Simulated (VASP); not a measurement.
Here is a VASP 6.6.1 calculation.

File INCAR:

```
SYSTEM = SnO2
  PREC = Accurate
  ENCUT = 520
  EDIFF = 1E-7
  ISMEAR = 0
  SIGMA = 0.02
  LREAL = .FALSE.
  LASPH = .TRUE.
  NELM = 100
  ALGO = Normal
  ISIF = 2
  LWAVE = .FALSE.
  LCHARG = .FALSE.
  GGA = PS
  NBANDS = 35
```

The input KPOINTS:

```
regular mesh
0
G
  6 6 8
  0 0 0
```

POSCAR

```
SnO2
1.0
    4.7686576438      0.0000000000      0.0000000000
    0.0000000000      4.7700658055      0.0000000000
    0.0000000000      0.0000000000      3.2119791413
Sn O
2 4
Direct
    0.5000000000      0.5000000000      0.5000000000
    0.0000000000      0.0000000000      0.0000000000
    0.3062100025      0.3063470845      0.0000000000
    0.8062100025      0.1936529155      0.5000000000
    0.1937899975      0.8063470845      0.5000000000
    0.6937899975      0.6936529155      0.0000000000
```

Potentials or basis: VASP PAW PBE potentials, release 64 (Sn_d, O).

Launch:

```console
$ cat potpaw_PBE.64/Sn_d/POTCAR potpaw_PBE.64/O/POTCAR > POTCAR
$ mpirun -np 1 vasp_std > vasp.out
```

Task: What does it give for the largest force?

Result: 0.015 eV/Å.

Task: Estimate the band gap on the k mesh.

Result: 0.91 eV, direct.

Stress tensor (GPa, compression positive):
```
0.54 0.00 0.00
0.00 0.52 0.00
0.00 0.00 0.85
```

Caveat: the PAW data sets were made with another functional, which shifts forces and pressure a little; spin-orbit coupling is left out, which moves the levels of the heavy elements. As with any semilocal functional, this PBEsol gap is likely too small.
